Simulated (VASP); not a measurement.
# Ti (I4/mmm) in VASP: a series of runs

Runs on Ti. Level: PBE. Tasks: single point.

Everything below comes from runs of VASP 6.6.1. Logs are shortened: lines on timing, memory, paths and dates and some standing lists are left out, and cuts for length are marked.

## (1) The cell of the first run

Symmetry: I4/mmm, No. 139, tetragonal system. The conventional cell has a = 2.850 Å, b = 2.850 Å, c = 3.567 Å, α = 90.00°, β = 90.00°, γ = 90.00°. Ti (site symmetry 4/mmm) has 12 Ti at 2.69 to 2.85 Å within 3.5 Å.

## (2) Single point, PBE (volume 14.488 Å^3 an atom, c/a of the conventional cell 1.2513)

File INCAR:

```
SYSTEM = Ti
ALGO = Fast
EDIFF = 1E-6
ENCUT = 520
GGA = PE
ISIF = 2
ISMEAR = 0
LASPH = .TRUE.
LCHARG = .FALSE.
LREAL = .FALSE.
LWAVE = .FALSE.
NBANDS = 12
NELM = 100
PREC = Accurate
SIGMA = 0.15
```

File KPOINTS:

```
k-points
0
G
  22 22 22
  0 0 0
```

File POSCAR:

```
Ti
1.0
   -1.4251557645      1.4251557645      1.7832974082
    1.4251557645     -1.4251557645      1.7832974082
    1.4251557645      1.4251557645     -1.7832974082
Ti
1
Direct
    0.0000000000      0.0000000000      0.0000000000
```

Potentials or basis: VASP PAW PBE potentials, release 64 (Ti_sv).

The run is started by

```
$ cat potpaw_PBE.64/Ti_sv/POTCAR > POTCAR
$ mpirun -np 1 vasp_std > vasp.out
```

OUTCAR:

```text
SYSTEM = Ti
   EDIFF = 1E-6
   ENCUT = 520
   GGA = PE
   ISIF = 2
   ISMEAR = 0
   LASPH = .TRUE.
   LREAL = .FALSE.
   NELM = 100
   PREC = Accurate

 ion  position               nearest neighbor table
   1  0.000  0.000  0.000-

  LATTYP: Found a body centered tetragonal cell.
 ALAT       =     2.8503115290
 C/A-ratio  =     1.2513000001

  Lattice vectors:

 A1 = (  -1.4251557645,   1.4251557645,   1.7832974082)
 A2 = (   1.4251557645,  -1.4251557645,   1.7832974082)
 A3 = (   1.4251557645,   1.4251557645,  -1.7832974082)

Analysis of symmetry for initial positions (statically):
=====================================================================
 Subroutine PRICEL returns:
 Original cell was already a primitive cell.

 Routine SETGRP: Setting up the symmetry group for a
 body centered tetragonal supercell.

 Subroutine GETGRP returns: Found 16 space group operations
 (whereof 16 operations were pure point group operations)
 out of a pool of 16 trial point group operations.

The static configuration has the point symmetry D_4h.

Analysis of symmetry for dynamics (positions and initial velocities):
=====================================================================
 Subroutine PRICEL returns:
 Original cell was already a primitive cell.

 Routine SETGRP: Setting up the symmetry group for a
 body centered tetragonal supercell.

 Subroutine GETGRP returns: Found 16 space group operations
 (whereof 16 operations were pure point group operations)
 out of a pool of 16 trial point group operations.

The dynamic configuration has the point symmetry D_4h.

 Subroutine INISYM returns: Found 16 space group operations
 (whereof 16 operations are pure point group operations),
 and found     1 'primitive' translations

----------------------------------------------------------------------------------------

                                     Primitive cell

  volume of cell :      14.4880

  direct lattice vectors                    reciprocal lattice vectors
    -1.425155764  1.425155764  1.783297408     0.000000000  0.350838843  0.280379480
     1.425155764 -1.425155764  1.783297408     0.350838843  0.000000000  0.280379480
     1.425155764  1.425155764 -1.783297408     0.350838843  0.350838843  0.000000000

  length of vectors
     2.691149857  2.691149857  2.691149857     0.449110840  0.449110840  0.496161050

  position of ions in fractional coordinates (direct lattice)
     0.000000000  0.000000000  0.000000000

  ion indices of the primitive-cell ions
   primitive index   ion index
                 1           1

----------------------------------------------------------------------------------------

 KPOINTS: k-points

Automatic generation of k-mesh.
 Grid dimensions read from file:
 generate k-points for:   22   22   22

 Generating k-lattice:

  Cartesian coordinates                     Fractional coordinates (reciprocal lattice)
     0.000000000  0.015947220  0.012744522     0.045454545  0.000000000 -0.000000000
     0.015947220  0.000000000  0.012744522     0.000000000  0.045454545 -0.000000000
     0.015947220  0.015947220  0.000000000     0.000000000  0.000000000  0.045454545

  Length of vectors
     0.020414129  0.020414129  0.022552775

  Shift w.r.t. Gamma in fractional coordinates (k-lattice)
     0.000000000  0.000000000  0.000000000

 Subroutine IBZKPT returns following result:
 ===========================================

 Found    834 irreducible k-points:

 Following reciprocal coordinates:
            Coordinates               Weight
  0.000000  0.000000  0.000000      1.000000
  0.045455  0.000000 -0.000000      8.000000
  0.090909  0.000000 -0.000000      8.000000
  0.136364  0.000000  0.000000      8.000000
  0.181818  0.000000 -0.000000      8.000000
  0.227273  0.000000  0.000000      8.000000
[... 16 lines left out ...]
  0.500000  0.045455  0.000000     16.000000
 -0.454545  0.045455  0.000000     16.000000
 [... further k-points ...]
   k-points           NKPTS =    834   k-points in BZ     NKDIM =    834   number of bands    NBANDS=     12
   number of dos      NEDOS =    301   number of ions     NIONS =      1
   total plane-waves  NPLWV =   8000
   dimension x,y,z NGX =    20 NGY =   20 NGZ =   20
   dimension x,y,z NGXF=    40 NGYF=   40 NGZF=   40
   ions per type =               1
   NGX,Y,Z   is equivalent  to a cutoff of  12.36, 12.36, 12.36 a.u.
   NGXF,Y,Z  is equivalent  to a cutoff of  24.71, 24.71, 24.71 a.u.
 SYSTEM =  Ti
   PREC   = accura    normal or accurate (medium, high low for compatibility)
   ISTART =      0    job   : 0-new  1-cont  2-samecut
   ICHARG =      2    charge: 1-file 2-atom 10-const
   ISPIN  =      1    spin polarized calculation?
   LNONCOLLINEAR =      F non collinear calculations
   LSORBIT =      F    spin-orbit coupling
   LASPH  =      T    aspherical Exc in radial PAW
   ENCUT  =  520.0 eV  38.22 Ry    6.18 a.u.   5.00  5.00  5.00*2*pi/ulx,y,z
   NELM   =    100;   NELMIN=  2; NELMDL= -5     # of ELM steps
   EDIFF  = 0.1E-05   stopping-criterion for ELM
   LREAL  =      F    real-space projection
   EDIFFG = 0.1E-04   stopping-criterion for IOM
   NSW    =      0    number of steps for IOM
   IBRION =     -1    ionic relax: 0-MD 1-quasi-New 2-CG
   NFREE  =      0    steps in history (QN), initial steepest desc. (CG)
   ISIF   =      2    stress and relaxation
   ISYM   =      2    0-nonsym 1-usesym 2-fastsym
   POTIM  = 0.5000    time-step for ionic-motion
   TEBEG  =    0.0;   TEEND  =   0.0 temperature during run
   PSTRESS=    0.0 pullay stress
   NELECT =      12.0000    total number of electrons
   NUPDOWN=      -1.0000    fix difference up-down
   EMIN   =  10.00;   EMAX   =-10.00  energy-range for DOS
   EFERMI =   0.00;   METHOD = LEGACY
   ISMEAR =     0;   SIGMA  =   0.15  broadening in eV -4-tet -1-fermi 0-gaus
   EFERMI_NEDOS =   21; number of points for ismear=-14 and -15
   IALGO  =     68    algorithm
   IMIX   =      4    mixing-type and parameters
     AMIX     =   0.40;   BMIX     =  1.00
     AMIX_MAG =   1.60;   BMIX_MAG =  1.00
  volume/ion in A,a.u.               =      14.49        97.77
  Fermi-wavevector in a.u.,A,eV,Ry     =   1.537443  2.905347 32.160524  2.363732
  Thomas-Fermi vector in A             =   2.643951
   LORBIT       =      0    0 simple, 1 ext, 2 COOP (PROOUT), +10 PAW based schemes
   GGA     = PE    functional components
   LHFCALC =     F    Hartree Fock is set to
   AEXX    =    0.0000 exact exchange contribution
   IVDW    =     0    specifies the selected vdW correction
   LEPSILON=     F    determine dielectric tensor
   LRPA    =     F    only Hartree local field effects (RPA)
 non-spin polarized calculation
 RMM-DIIS sequential band-by-band and
 Gauss-broadening in eV      SIGMA  =   0.15
  energy-cutoff  :      520.00
  volume of cell :       14.49
 maximum number of plane-waves:       426
   NGX =  9   NGY =  9   NGZ =  9

 number of electron      11.9999995 magnetization

 Free energy of the ion-electron system (eV)
  ---------------------------------------------------
  ext. energy  EPLUGINS =         0.00000000
  ---------------------------------------------------
  free energy    TOTEN  =        -7.56910753 eV

  energy without entropy =       -7.54995505  energy(sigma->0) =       -7.55953129

 E-fermi :  10.2556     XC(G=0): -12.3782

 val. band max:       10.2536357743   @ k =  -0.3182  -0.4545   0.1364
 cond. band min:      10.2555689744   @ k =   0.3636   0.1364   0.0000
 fundamental gap:      0.0019332001
 Fermi energy:        10.2555521859

 k-point     1 :       0.0000    0.0000    0.0000
  band No.  band energies     occupation
      1     -46.1478      2.00000
      2     -21.7236      2.00000
      3     -21.7236      2.00000
      4     -21.7102      2.00000
      5       3.8254      2.00000
      6      10.9979      0.00000
      7      10.9979      0.00000
      8      12.0456      0.00000
      9      12.6083      0.00000
     10      13.8265      0.00000
     11      26.8330      0.00000
     12      30.7019      0.00000

 k-point     2 :       0.0455    0.0000   -0.0000
  band No.  band energies     occupation
      1     -46.1427      2.00000
      2     -21.7452      2.00000
      3     -21.7285      2.00000
      4     -21.7154      2.00000
      5       3.9064      2.00000
      6      10.9841      0.00000
      7      11.0262      0.00000
      8      12.0331      0.00000
      9      12.5985      0.00000
     10      13.7974      0.00000
     11      26.9202      0.00000
     12      30.4808      0.00000

 k-point     3 :       0.0909    0.0000   -0.0000
  band No.  band energies     occupation
      1     -46.1280      2.00000
      2     -21.8184      2.00000
      3     -21.7427      2.00000
      4     -21.7199      2.00000
      5       4.1445      2.00000
      6      10.9270      0.00000
      7      11.0968      0.00000
      8      12.0171      0.00000
      9      12.5857      0.00000
     10      13.7196      0.00000
     11      27.1446      0.00000
     12      29.7277      0.00000
[... 286 lines left out ...]
 k-point    23 :       0.5000    0.0455    0.0000
  band No.  band energies     occupation
      1     -45.8919      2.00000
      2     -22.9014      2.00000
      3     -21.9698      2.00000
      4     -21.7832      2.00000
      5       7.3059      2.00000
      6      10.4148      0.13333
      7      11.3756      0.00000
      8      11.9334      0.00000
      9      14.4299      0.00000
     10      15.1094      0.00000
     11      20.6408      0.00000
     12      25.6292      0.00000

 k-point    24 :      -0.4545    0.0455    0.0000
  band No.  band energies     occupation
      1     -45.9013      2.00000
      2     -22.8610      2.00000
      3     -21.9592      2.00000
      4     -21.7836      2.00000
      5       7.2742      2.00000
      6      10.4536      0.06188
      7      11.1425      0.00000
      8      11.9620      0.00000
      9      14.3755      0.00000
     10      14.9146      0.00000
     11      21.0652      0.00000
     12      25.7940      0.00000

 [... further k-points ...]

------------------------ aborting loop because EDIFF is reached ----------------------------------------

  FORCE on cell =-STRESS in cart. coord.  units (eV):
  Direction    XX          YY          ZZ          XY          YZ          ZX
  --------------------------------------------------------------------------------------
  -------------------------------------------------------------------------------------
  Total        2.2321694      2.2321694      2.4949542      0.0000000      0.0000000      0.0000000
  in kB      246.8478214    246.8478214    275.9082740      0.0000000      0.0000000      0.0000000
  external PRESSURE =     256.5346389 kB  Pullay stress =       0.0000000 kB

 VOLUME and BASIS-vectors are now :
 -----------------------------------------------------------------------------
  energy-cutoff  :      520.00
  volume of cell :       14.49
      direct lattice vectors                 reciprocal lattice vectors
    -1.425155764  1.425155764  1.783297408     0.000000000  0.350838843  0.280379480
     1.425155764 -1.425155764  1.783297408     0.350838843  0.000000000  0.280379480
     1.425155764  1.425155764 -1.783297408     0.350838843  0.350838843  0.000000000

 POSITION                                       TOTAL-FORCE (eV/Angst)
 -----------------------------------------------------------------------------------
      0.00000      0.00000      0.00000        -0.000000     -0.000000      0.000000
 -----------------------------------------------------------------------------------
    total drift:                                0.000000     -0.000000      0.000000

  FREE ENERGIE OF THE ION-ELECTRON SYSTEM (eV)
  ---------------------------------------------------
  free  energy   TOTEN  =        -7.5691075300 eV

  energy  without entropy=       -7.5499550503  energy(sigma->0) =       -7.55953129
```

Wall time 78 s (1 thread of Intel Xeon 6975P-C (Granite Rapids), shared host); peak memory 0.25 GiB.

What came out:

```yaml
Free_energy: -7.5691 eV
Pressure: 25.7 GPa
Band_gap_on_the_k_mesh: zero (band 6 reaches 11.17 eV, above the bottom of band 7 at 9.53 eV)
```

Stress tensor (GPa, compression positive):
```
24.68  0.00  0.00
 0.00 24.68  0.00
 0.00  0.00 27.59
```

Levels at points of the mesh, in eV from the Fermi level:
| k point | band 4 | band 5 | band 6 | band 7 | band 8 | band 9 |
| --- | --- | --- | --- | --- | --- | --- |
| (0.00, 0.00, 0.00) | -31.97 | -6.43 | 0.74 | 0.74 | 1.79 | 2.35 |
| (0.50, 0.00, 0.00) | -32.03 | -3.01 | 0.19 | 1.30 | 1.60 | 4.14 |
| (0.50, 0.50, 0.00) | -32.20 | -3.22 | -1.98 | 3.04 | 4.31 | 4.37 |
| (0.50, 0.50, 0.50) | -32.54 | -3.23 | -2.50 | 4.46 | 4.83 | 4.83 |

## (3) Single point, PBE (volume 14.488 Å^3 an atom, c/a of the conventional cell 0.9280)

File INCAR:

```
SYSTEM = Ti
PREC     = Accurate       ! precision mode
ENCUT    = 520            ! plane-wave cutoff, eV
EDIFF    = 1E-7           ! SCF threshold, eV
ISMEAR   = 0              ! smearing method
SIGMA    = 0.15           ! smearing width, eV
LREAL    = .FALSE.        ! projectors in reciprocal space
LASPH    = .TRUE.         ! aspherical terms in the spheres
NELM     = 80             ! most SCF steps
ALGO     = Fast           ! electronic algorithm
ISIF     = 2              ! what is computed and relaxed
LWAVE    = .FALSE.        ! write WAVECAR
LCHARG   = .FALSE.        ! write CHGCAR
GGA      = PE             ! functional
NBANDS   = 12             ! bands
```

File KPOINTS:

```
Automatic mesh
0
G
  22 22 22
  0 0 0
```

File POSCAR:

```
Ti
1.0
   -1.5744667369      1.5744667369      1.4611051319
    1.5744667369     -1.5744667369      1.4611051319
    1.5744667369      1.5744667369     -1.4611051319
Ti
1
Direct
    0.0000000000      0.0000000000      0.0000000000
```

Potentials or basis: VASP PAW PBE potentials, release 64 (Ti_sv).

The run is started by

```
$ cat potpaw_PBE.64/Ti_sv/POTCAR > POTCAR
$ mpirun -np 1 vasp_std > vasp.out
```

Run time: 1.8 min. Hardware: 1 thread of Intel Xeon 6975P-C (Granite Rapids), shared host; peak memory 0.25 GiB.

It converged, with:

```
Free energy            : -7.5576 eV
Pressure               : 24.1 GPa
Band gap on the k mesh : zero (band 6 reaches 11.17 eV, above the bottom of band 7 at 9.35 eV)
```

Stress tensor (GPa, compression positive):
```
24.87  0.00  0.00
 0.00 24.87  0.00
 0.00  0.00 22.61
```

Levels at points of the mesh, in eV from the Fermi level:
```
           k point  band 4  band 5  band 6  band 7  band 8  band 9
(0.00, 0.00, 0.00)  -31.81   -6.31    0.67    1.37    1.37    2.82
(0.50, 0.00, 0.00)  -31.87   -2.99   -0.90    2.05    3.33    4.13
(0.50, 0.50, 0.00)  -31.79   -2.92   -0.09    1.41    2.78    3.54
(0.50, 0.50, 0.50)  -32.49   -2.95   -2.70    4.79    4.79    4.96
```
